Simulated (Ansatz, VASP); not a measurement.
## Two plane-wave programs on Sn3Se

File INCAR:

```
PREC = Accurate
ENCUT = 520
EDIFF = 1E-7
ISMEAR = 0
SIGMA = 0.15
LREAL = False
LASPH = True
NELM = 100
ALGO = Normal
ISIF = 2
LWAVE = False
LCHARG = False
GGA = PE
NBANDS = 32
```

File KPOINTS:

```
regular mesh
0
Gamma
  12 12 12
```

File POSCAR:

```
Sn3Se
1.0
    0.0000000000      3.7279542406      3.7279542406
    3.7279542406      0.0000000000      3.7279542406
    3.7279542406      3.7279542406      0.0000000000
Sn Se
3 1
Direct
    0.2500000000      0.2500000000      0.2500000000
    0.7500000000      0.7500000000      0.7500000000
    0.5089459253      0.5089459253      0.4910540747
    0.0000000000      0.0000000000      0.0000000000
```

Input for Ansatz:

```yaml
crystal:
  lattice:
    - [0.0, 3.7279542406, 3.7279542406]
    - [3.7279542406, 0.0, 3.7279542406]
    - [3.7279542406, 3.7279542406, 0.0]
  atoms:
    - { symbol: Sn, position: [0.25, 0.25, 0.25] }
    - { symbol: Sn, position: [0.75, 0.75, 0.75] }
    - { symbol: Sn, position: [0.5089459253, 0.5089459253, 0.4910540747] }
    - { symbol: Se, position: [0.0, 0.0, 0.0] }
basis:
  ecutwfc: 420
kpoints:
  mp_grid: { grid: [12, 12, 12] }
hamiltonian:
  xc: pbe
scf:
  occupations: { method: gaussian, width: 0.15 }
output:
  forces: true
  stress: true
  eigenvalues: true
```

Alike in both runs: task single point; functional PBE; k mesh 12 × 12 × 12; occupations gaussian, width 0.15 eV; no spin polarisation.

|  | VASP | Ansatz |
| --- | --- | --- |
| version | VASP 6.6.1 | Ansatz 0.2.0 |
| potentials or method | VASP PAW PBE potentials, release 64 (Sn_d, Se), cutoff 520 eV | scalar-relativistic, plane waves, PAW |
| valence electrons in the cell | 48 | 58 |

Ansatz gave:

- gap on the k mesh at the Fermi level (eV): none
- pressure (GPa): 0.2
- rms of the force components (eV/Å): 0.056

What did VASP give for the same quantities?

gap on the k mesh at the Fermi level (eV): none; pressure (GPa): 0.1; rms of the force components (eV/Å): 0.056.

Atom by atom the forces differ by 0.000 eV/Å (rms over components). A gap of «none» marks a metal or a gap that the smearing closes. VASP's potentials hold 48 valence electrons a cell and Ansatz's 58, so a difference there can come from the potentials and not from the codes.
